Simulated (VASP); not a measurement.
# Ti8HO16 (a cell with a defect) in VASP: a series of runs

The runs below take Ti8HO16 (a cell with a defect) through single point, with PBEsol.

Everything below comes from runs of VASP 6.6.1. Logs are shortened: lines on timing, memory, paths and dates and some standing lists are left out, and cuts for length are marked.

## (1) The cell of the first run

The cell holds a defect, 25 atoms: a = 6.493 Å, b = 6.493 Å, c = 7.459 Å, α = 115.80°, β = 115.80°, γ = 90.00°.

## (2) Single point, PBEsol (with an interstitial atom, then relaxed in part)

INCAR

```
SYSTEM = Ti8HO16
ALGO = Normal ; EDIFF = 1E-7
ENCUT = 520 ; GGA = PS
ISIF = 2 ; ISMEAR = 0
LASPH = .TRUE. ; LCHARG = .FALSE.
LREAL = Auto ; LWAVE = .FALSE.
NBANDS = 114 ; NELECT = 192.0
NELM = 80 ; PREC = Accurate
SIGMA = 0.02
```

KPOINTS

```
k-points
0
G
  3 3 3
  0 0 0
```

POSCAR

```
Ti8HO16
1.0
   -4.5912433367      4.5912433367      0.0000000000
    4.5912433367      4.5912433367      0.0000000000
    0.0000000000     -4.5912433367     -5.8780269696
Ti O H
8 16 1
Direct
    0.2372204155      0.7523030914      0.5089041599
    1.0215097373      0.5227061422      1.0211087411
    0.7554811422      0.2565514669      0.4888335139
    0.4834176645     -0.0016294318      1.0010513542
    0.1262312413      0.1366056433      0.2553252937
    0.8520621268      0.8554763676      0.7549463047
    0.6257239543      0.6362044790      0.2545682583
    0.4007608215      0.3802363825      0.7549299405
    0.1265507826      0.8255538931      0.2591997162
    0.8710335286      0.5652641607      0.7549668574
    0.6223713266      0.3213533579      0.2507654866
    0.3588343919      0.0750433427      0.7550093176
    0.7054507853      0.4934061093      0.0044946289
    0.4559710277      0.2438503931      0.5054803360
    0.1962065030     -0.0096028305      0.0045584569
    0.9466460797      0.7408099750      0.5054520836
    0.3107001198      0.5093487407      0.0039704802
    0.0617687653      0.2604097587      0.5060347118
    0.8070606456      0.0095319820      0.0067327744
    0.5553114152      0.7578455744      0.5032535576
    0.1361038830      0.4325588639      0.2549882065
    0.9176568685      0.1695849882      0.7550030407
    0.6361498937      0.9325811135      0.2550045516
    0.3882097202      0.6822905926      0.7549760209
    0.0700562011      0.1496614059      0.7549955241
```

Potentials or basis: VASP PAW PBE potentials, release 64 (Ti_sv, O, H).

Launch:

```console
> cat potpaw_PBE.64/Ti_sv/POTCAR potpaw_PBE.64/O/POTCAR potpaw_PBE.64/H/POTCAR > POTCAR
> mpirun -np 1 vasp_std > vasp.out
```

OUTCAR:

```text
SYSTEM = Ti8HO16
   EDIFF = 1E-7
   ENCUT = 520
   GGA = PS
   ISIF = 2
   ISMEAR = 0
   LASPH = .TRUE.
   LREAL = Auto
   NELECT = 192.0
   NELM = 80
   PREC = Accurate

 ion  position               nearest neighbor table
   1  0.237  0.752  0.509-  16 1.88  24 1.92  12 1.94   9 1.95  21 1.96  20 2.08   2 2.87   4 2.89

   2  0.022  0.523  0.021-   9 1.84  21 1.92  17 1.94  10 1.94  13 2.01  22 2.13   1 2.87
   3  0.755  0.257  0.489-  11 1.84  23 1.92  18 1.94  10 1.94  14 2.01  22 2.13   4 2.87
   4  0.483  0.998  0.001-  15 1.88  24 1.92  12 1.94  11 1.95  23 1.96  19 2.08   3 2.87   1 2.89

   5  0.126  0.137  0.255-  18 1.92  21 1.92  19 1.93  15 1.95  14 1.99   9 2.03
   6  0.852  0.855  0.755-  20 1.86  19 1.86  10 1.89  16 2.05  15 2.05  22 2.08
   7  0.626  0.636  0.255-  17 1.92  23 1.92  20 1.93  16 1.95  13 1.99  11 2.03
   8  0.401  0.380  0.755-  14 1.88  13 1.88  24 1.96  12 2.00  18 2.02  17 2.02
   9  0.127  0.826  0.259-   2 1.84   1 1.95   5 2.03
  10  0.871  0.565  0.755-   6 1.89   2 1.94   3 1.94
  11  0.622  0.321  0.251-   3 1.84   4 1.95   7 2.03
  12  0.359  0.075  0.755-   4 1.94   1 1.94   8 2.00
  13  0.705  0.493  0.004-   8 1.88   7 1.99   2 2.01
  14  0.456  0.244  0.505-   8 1.88   5 1.99   3 2.01
  15  0.196  0.990  0.005-   4 1.88   5 1.95   6 2.05
  16  0.947  0.741  0.505-   1 1.88   7 1.95   6 2.05
  17  0.311  0.509  0.004-   7 1.92   2 1.94   8 2.02
  18  0.062  0.260  0.506-   5 1.92   3 1.94   8 2.02
  19  0.807  0.010  0.007-   6 1.86   5 1.93   4 2.08
  20  0.555  0.758  0.503-   6 1.86   7 1.93   1 2.08
  21  0.136  0.433  0.255-   2 1.92   5 1.92   1 1.96
  22  0.918  0.170  0.755-  25 1.00   6 2.08   2 2.13   3 2.13
  23  0.636  0.933  0.255-   3 1.92   7 1.92   4 1.96
  24  0.388  0.682  0.755-   4 1.92   1 1.92   8 1.96
  25  0.070  0.150  0.755-  22 1.00

  LATTYP: Found a body centered tetragonal cell.
 ALAT       =     6.4929985949
 C/A-ratio  =     1.8105739232

  Lattice vectors:

 A1 = (  -4.5912433367,   0.0000000000,   5.8780269696)
 A2 = (   4.5912433367,   0.0000000000,   5.8780269696)
 A3 = (   0.0000000000,   4.5912433367,  -5.8780269696)

Analysis of symmetry for initial positions (statically):
=====================================================================
 Subroutine PRICEL returns:
 Original cell was already a primitive cell.

 Routine SETGRP: Setting up the symmetry group for a
 body centered tetragonal supercell.

 Subroutine GETGRP returns: Found  1 space group operations
 (whereof  1 operations were pure point group operations)
 out of a pool of 16 trial point group operations.

The static configuration has the point symmetry C_1 .

Analysis of symmetry for dynamics (positions and initial velocities):
=====================================================================
 Subroutine PRICEL returns:
 Original cell was already a primitive cell.

 Routine SETGRP: Setting up the symmetry group for a
 body centered tetragonal supercell.

 Subroutine GETGRP returns: Found  1 space group operations
 (whereof  1 operations were pure point group operations)
 out of a pool of 16 trial point group operations.

The dynamic configuration has the point symmetry C_1 .

 Subroutine INISYM returns: Found  1 space group operations
 (whereof  1 operations are pure point group operations),
 and found     1 'primitive' translations

----------------------------------------------------------------------------------------

                                     Primitive cell

  volume of cell :     247.8119

  direct lattice vectors                    reciprocal lattice vectors
    -4.591243337  4.591243337  0.000000000    -0.108902962  0.108902962 -0.085062556
     4.591243337  4.591243337  0.000000000     0.108902962  0.108902962 -0.085062556
     0.000000000 -4.591243337 -5.878026970     0.000000000  0.000000000 -0.170125113

  length of vectors
     6.492998595  6.492998595  7.458600166     0.175941322  0.175941322  0.170125113

  position of ions in fractional coordinates (direct lattice)
     0.237220415  0.752303091  0.508904160
     0.021509737  0.522706142  0.021108741
     0.755481142  0.256551467  0.488833514
     0.483417665  0.998370568  0.001051354
     0.126231241  0.136605643  0.255325294
     0.852062127  0.855476368  0.754946305
[... 17 lines left out ...]
     0.388209720  0.682290593  0.754976021
     0.070056201  0.149661406  0.754995524

  ion indices of the primitive-cell ions
   primitive index   ion index
                 1           1
                 2           2
                 3           3
                 4           4
                 5           5
                 6           6
[... 17 lines left out ...]
                24          24
                25          25

----------------------------------------------------------------------------------------

 KPOINTS: k-points

Automatic generation of k-mesh.
 Grid dimensions read from file:
 generate k-points for:    3    3    3

 Generating k-lattice:

  Cartesian coordinates                     Fractional coordinates (reciprocal lattice)
    -0.036300987  0.036300987 -0.028354185     0.333333333  0.000000000 -0.000000000
     0.036300987  0.036300987 -0.028354185     0.000000000  0.333333333 -0.000000000
     0.000000000  0.000000000 -0.056708371     0.000000000  0.000000000  0.333333333

  Length of vectors
     0.058647107  0.058647107  0.056708371

  Shift w.r.t. Gamma in fractional coordinates (k-lattice)
     0.000000000  0.000000000  0.000000000

 Subroutine IBZKPT returns following result:
 ===========================================

 Found     14 irreducible k-points:

 Following reciprocal coordinates:
            Coordinates               Weight
  0.000000  0.000000  0.000000      1.000000
  0.333333  0.000000  0.000000      2.000000
  0.000000 -0.333333  0.333333      2.000000
 -0.333333  0.000000  0.333333      2.000000
  0.000000  0.333333  0.000000      2.000000
  0.333333  0.333333  0.000000      2.000000
  0.333333 -0.333333  0.333333      2.000000
 -0.333333 -0.333333 -0.333333      2.000000
 -0.333333  0.333333  0.333333      2.000000
 -0.333333  0.333333  0.000000      2.000000
  0.333333  0.333333 -0.333333      2.000000
  0.000000  0.000000  0.333333      2.000000
  0.333333  0.000000  0.333333      2.000000
  0.000000 -0.333333 -0.333333      2.000000
   k-points           NKPTS =     14   k-points in BZ     NKDIM =     14   number of bands    NBANDS=    114
   number of dos      NEDOS =    301   number of ions     NIONS =     25
   total plane-waves  NPLWV = 129024
   dimension x,y,z NGX =    48 NGY =   48 NGZ =   56
   dimension x,y,z NGXF=    96 NGYF=   96 NGZF=  112
   ions per type =               8  16   1
   NGX,Y,Z   is equivalent  to a cutoff of  12.29, 12.29, 12.48 a.u.
   NGXF,Y,Z  is equivalent  to a cutoff of  24.58, 24.58, 24.96 a.u.
 SYSTEM =  Ti8HO16
   PREC   = accura    normal or accurate (medium, high low for compatibility)
   ISTART =      0    job   : 0-new  1-cont  2-samecut
   ICHARG =      2    charge: 1-file 2-atom 10-const
   ISPIN  =      1    spin polarized calculation?
   LNONCOLLINEAR =      F non collinear calculations
   LSORBIT =      F    spin-orbit coupling
   LASPH  =      T    aspherical Exc in radial PAW
   ENCUT  =  520.0 eV  38.22 Ry    6.18 a.u.  12.07 12.07 13.87*2*pi/ulx,y,z
   NELM   =     80;   NELMIN=  2; NELMDL= -5     # of ELM steps
   EDIFF  = 0.1E-06   stopping-criterion for ELM
   LREAL  =      T    real-space projection
   EDIFFG = 0.1E-05   stopping-criterion for IOM
   NSW    =      0    number of steps for IOM
   IBRION =     -1    ionic relax: 0-MD 1-quasi-New 2-CG
   NFREE  =      0    steps in history (QN), initial steepest desc. (CG)
   ISIF   =      2    stress and relaxation
   ISYM   =      2    0-nonsym 1-usesym 2-fastsym
   POTIM  = 0.5000    time-step for ionic-motion
   TEBEG  =    0.0;   TEEND  =   0.0 temperature during run
   PSTRESS=    0.0 pullay stress
   NELECT =     192.0000    total number of electrons
   NUPDOWN=      -1.0000    fix difference up-down
   EMIN   =  10.00;   EMAX   =-10.00  energy-range for DOS
   EFERMI =   0.00;   METHOD = LEGACY
   ISMEAR =     0;   SIGMA  =   0.02  broadening in eV -4-tet -1-fermi 0-gaus
   EFERMI_NEDOS =   21; number of points for ismear=-14 and -15
   IALGO  =     38    algorithm
   IMIX   =      4    mixing-type and parameters
     AMIX     =   0.40;   BMIX     =  1.00
     AMIX_MAG =   1.60;   BMIX_MAG =  1.00
  volume/ion in A,a.u.               =       9.91        66.89
  Fermi-wavevector in a.u.,A,eV,Ry     =   1.503608  2.841406 30.760538  2.260836
  Thomas-Fermi vector in A             =   2.614696
   LORBIT       =      0    0 simple, 1 ext, 2 COOP (PROOUT), +10 PAW based schemes
   GGA     = PS    functional components
   LHFCALC =     F    Hartree Fock is set to
   AEXX    =    0.0000 exact exchange contribution
   IVDW    =     0    specifies the selected vdW correction
   LEPSILON=     F    determine dielectric tensor
   LRPA    =     F    only Hartree local field effects (RPA)
 non-spin polarized calculation
 Gauss-broadening in eV      SIGMA  =   0.02
  energy-cutoff  :      520.00
  volume of cell :      247.81
 maximum number of plane-waves:      6691
   NGX = 25   NGY = 25   NGZ = 27

 number of electron     192.0000012 magnetization

 Free energy of the ion-electron system (eV)
  ---------------------------------------------------
  ext. energy  EPLUGINS =         0.00000000
  ---------------------------------------------------
  free energy    TOTEN  =      -234.42930243 eV

  energy without entropy =     -234.42930243  energy(sigma->0) =     -234.42930243

 E-fermi :   4.9464     XC(G=0): -11.7402

 val. band max:        4.7143173502   @ k =   0.0000   0.0000   0.0000
 cond. band min:       6.7799766641   @ k =   0.0000   0.0000   0.0000
 fundamental gap:      2.0656593139
 Fermi energy:         4.9464042253

 k-point     1 :       0.0000    0.0000    0.0000
  band No.  band energies     occupation
      1     -51.7252      2.00000
      2     -51.7167      2.00000
      3     -51.7070      2.00000
      4     -51.6985      2.00000
      5     -51.6707      2.00000
      6     -51.6459      2.00000
[... 100 lines left out ...]
    107       7.8183      0.00000
    108       7.9005      0.00000

 k-point     2 :       0.3333    0.0000    0.0000
  band No.  band energies     occupation
      1     -51.7223      2.00000
      2     -51.7179      2.00000
      3     -51.7073      2.00000
      4     -51.7009      2.00000
      5     -51.6693      2.00000
      6     -51.6464      2.00000
[... 1324 lines left out ...]
 k-point    14 :       0.0000   -0.3333   -0.3333
  band No.  band energies     occupation
      1     -51.7212      2.00000
      2     -51.7180      2.00000
      3     -51.7107      2.00000
      4     -51.6973      2.00000
      5     -51.6712      2.00000
      6     -51.6458      2.00000
[... 100 lines left out ...]
    107       7.8614      0.00000
    108       7.9367      0.00000
 [bands above 108 left out]

------------------------ aborting loop because EDIFF is reached ----------------------------------------

  FORCE on cell =-STRESS in cart. coord.  units (eV):
  Direction    XX          YY          ZZ          XY          YZ          ZX
  --------------------------------------------------------------------------------------
  -------------------------------------------------------------------------------------
  Total       -9.3985906     -5.1740798     -3.5804089      2.7943226     -0.0058078      0.0075391
  in kB      -60.7646670    -33.4519556    -23.1484021     18.0661216     -0.0375491      0.0487428
  external PRESSURE =     -39.1216749 kB  Pullay stress =       0.0000000 kB

 VOLUME and BASIS-vectors are now :
 -----------------------------------------------------------------------------
  energy-cutoff  :      520.00
  volume of cell :      247.81
      direct lattice vectors                 reciprocal lattice vectors
    -4.591243337  4.591243337  0.000000000    -0.108902962  0.108902962 -0.085062556
     4.591243337  4.591243337  0.000000000     0.108902962  0.108902962 -0.085062556
     0.000000000 -4.591243337 -5.878026970     0.000000000  0.000000000 -0.170125113

 POSITION                                       TOTAL-FORCE (eV/Angst)
 -----------------------------------------------------------------------------------
      2.36487      2.20664     -2.99135        -0.024261      0.035220      0.012456
      2.30111      2.40171     -0.12408        -0.014203     -0.031295      0.048912
     -2.29071      2.40213     -2.87338        -0.011210     -0.048697     -0.053549
      2.36427      6.79842     -0.00618        -0.021505      0.023223     -0.008543
      0.04763      0.03449     -1.50081        -0.021203     -0.005475     -0.001013
      0.01568      4.37358     -4.43759        -0.001667      0.045576     -0.000044
[... 17 lines left out ...]
      1.35020      1.44865     -4.43777        -0.026601     -0.016352     -0.000602
      0.36549     -2.45759     -4.43788        -0.101468      0.072743     -0.002212
 -----------------------------------------------------------------------------------
    total drift:                               -0.008355     -0.017662      0.034614

  FREE ENERGIE OF THE ION-ELECTRON SYSTEM (eV)
  ---------------------------------------------------
  free  energy   TOTEN  =      -234.4293024302 eV

  energy  without entropy=     -234.4293024302  energy(sigma->0) =     -234.42930243
```

Wall time 8.9 min (1 thread of Intel Xeon 6975P-C (Granite Rapids), shared host); peak memory 0.49 GiB.

Results:

```yaml
Free_energy: -234.4293 eV
Largest_force: 0.125 eV/Å
```

Forces in eV/Å, atoms in the order of the input:
```
Ti  -0.024  0.035  0.012
Ti  -0.014 -0.031  0.049
Ti  -0.011 -0.049 -0.054
Ti  -0.022  0.023 -0.009
Ti  -0.021 -0.005 -0.001
Ti  -0.002  0.046  0.000
Ti  -0.021 -0.005  0.006
Ti   0.017 -0.035 -0.001
O    0.047  0.040 -0.035
O   -0.003 -0.005 -0.003
O    0.043  0.040  0.028
O    0.026  0.021  0.002
O   -0.025  0.023 -0.024
O   -0.024  0.024  0.021
O    0.003 -0.008  0.014
O    0.006 -0.009 -0.010
O    0.009 -0.006  0.019
O    0.009 -0.010 -0.020
O    0.049 -0.038 -0.024
O    0.048 -0.038  0.027
O   -0.016 -0.007 -0.004
O    0.072 -0.052  0.000
O   -0.018 -0.010  0.007
O   -0.027 -0.016 -0.001
H   -0.101  0.073 -0.002
```

Levels at points of the mesh, in eV from the Fermi level:
```csv
k point,band 92,band 93,band 94,band 95,band 96,band 97,band 98,band 99,band 100,band 101
"(0.00, 0.00, 0.00)",-1.41,-0.84,-0.82,-0.65,-0.23,1.83,2.11,2.38,2.45,2.49
```

Caveat: the cell carries a net charge on a neutralising background, which shifts energy and pressure; the cell differs from its parent crystal (with an interstitial atom, then relaxed in part); the cell is charged against a uniform background, so pressure and absolute levels hang on convention; the PAW data sets were made with another functional, which shifts forces and pressure a little.

## (3) Single point, PBEsol

INCAR

```
  PREC = Accurate
  ENCUT = 520
  EDIFF = 1E-6
  ISMEAR = 0
  SIGMA = 0.02
  LREAL = Auto
  LASPH = True
  NELM = 80
  ALGO = Normal
  ISIF = 2
  LWAVE = False
  LCHARG = False
  GGA = PS
  NBANDS = 114
  NELECT = 192.0
```

KPOINTS

```
regular mesh
0
Gamma
  3 3 3
```

POSCAR

```
Ti8HO16
1.0
   -4.5912433367      4.5912433367      0.0000000000
    4.5912433367      4.5912433367      0.0000000000
    0.0000000000     -4.5912433367     -5.8780269696
Ti O H
8 16 1
Direct
    0.2305762786      0.7304243223      0.4838734179
    1.0148655305      0.5008274308      0.9960779408
    0.7686682605      0.2547599731      0.5039308284
    0.4966048684     -0.0034209050      1.0161486211
    0.1258548612      0.1165249266      0.2496569015
    0.8513251798      0.8728940649      0.7500521898
    0.6263619911      0.6169259850      0.2504137881
    0.4000239004      0.3976541719      0.7500358577
    0.1159820813      0.8205716147      0.2499939193
    0.8638762817      0.5708399729      0.7500060859
    0.6159360893      0.3205494369      0.2499775873
    0.3344291542      0.0835454794      0.7499790360
    0.6967745295      0.4952848823      0.0017284711
    0.4450253033      0.2435986020      0.4982493301
    0.1903172293     -0.0072791369     -0.0010525641
    0.9413857830      0.7437817935      0.5010116516
    0.3054399904      0.5123205520     -0.0004698856
    0.0558795229      0.2627332944      0.5004236992
    0.7961148717      0.0092800788     -0.0004982965
    0.5466352482      0.7597243677      0.5004874961
    0.1255351822      0.4275766769      0.2457824722
    0.8932515388      0.1780870923      0.7499727413
    0.6297146353      0.9317770394      0.2542165947
    0.3810525130      0.6878663534      0.7500152726
    0.1820297354      0.1034690986      0.7499865215
```

Potentials or basis: VASP PAW PBE potentials, release 64 (Ti_sv, O, H).

Launch:

```console
> cat potpaw_PBE.64/Ti_sv/POTCAR potpaw_PBE.64/O/POTCAR potpaw_PBE.64/H/POTCAR > POTCAR
> mpirun -np 1 vasp_std > vasp.out
```

Run time: 24 min. Hardware: 1 thread of Intel Xeon Platinum 8375C at 2.90GHz (Ice Lake), shared host; peak memory 0.48 GiB.

Results (log left out):

* Free energy: -234.4294 eV
* Largest force: 0.124 eV/Å

Forces on the atoms (eV/Å):
```
Ti   0.015  0.039 -0.053
Ti   0.020 -0.030 -0.009
Ti   0.014 -0.035  0.014
Ti   0.010  0.046  0.053
Ti   0.023  0.006  0.006
Ti  -0.011  0.019 -0.004
Ti   0.023  0.007 -0.007
Ti  -0.003 -0.048  0.009
O    0.019  0.012  0.005
O    0.026  0.021  0.002
O    0.020  0.014 -0.005
O   -0.072  0.052 -0.001
O   -0.052  0.040 -0.028
O   -0.051  0.040  0.026
O   -0.005  0.008  0.019
O   -0.004  0.005 -0.020
O   -0.006  0.007  0.011
O   -0.002  0.006 -0.015
O    0.024 -0.025 -0.022
O    0.025 -0.023  0.024
O   -0.047 -0.041  0.028
O   -0.024 -0.018 -0.004
O   -0.044 -0.037 -0.028
O    0.000  0.005  0.001
H    0.101 -0.072  0.001
```

Levels at points of the mesh, in eV from the Fermi level:
| k point | band 94 | band 95 | band 96 | band 97 | band 98 | band 99 |
| --- | --- | --- | --- | --- | --- | --- |
| (0.00, 0.00, 0.00) | -0.79 | -0.63 | -0.20 | 1.86 | 2.14 | 2.41 |

Caveat: the cell carries a net charge on a neutralising background, which shifts energy and pressure; the cell is charged against a uniform background, so pressure and absolute levels hang on convention; the PAW data sets were made with another functional, which shifts forces and pressure a little.
